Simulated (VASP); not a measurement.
Cu, 1 atom in the cell. It takes space group Fm-3m (No. 225, cubic). Conventional cell: a = 3.615 Å, b = 3.615 Å, c = 3.615 Å, α = 90.00°, β = 90.00°, γ = 90.00°. Within 3.4 Å of Cu (site symmetry m-3m) lie 12 Cu at 2.56 Å. 

```yaml
Program: VASP 6.6.1
Task: single point
Functional: r2SCAN
Potentials_or_basis: VASP PAW PBE potentials, release 64 (Cu)
Cutoff: 660 eV
k_mesh: 11 × 11 × 11
Occupations: methfessel-paxton, width 0.01 eV
Spin: no spin polarisation
Dipole_correction: no
Further_INCAR_settings: ALGO = Normal; EDIFF = 1e-06; NBANDS = 12
```

Potentials or basis: VASP PAW PBE potentials, release 64 (Cu).

Launch:

```console
$ cat potpaw_PBE.64/Cu/POTCAR > POTCAR
$ cp INCAR.step1 INCAR
$ mpirun -np 1 vasp_std > vasp.out
$ cp INCAR.step2 INCAR
$ mpirun -np 1 vasp_std > vasp.out
```

Hardware: 1 thread of AMD EPYC 7R13, with other jobs on the host.

Q: Estimate the wall time of this run.

A: Run time: 78 s on 1 thread of AMD EPYC 7R13, with other jobs on the host, peak memory 0.12 GiB. Counts: k points 56.
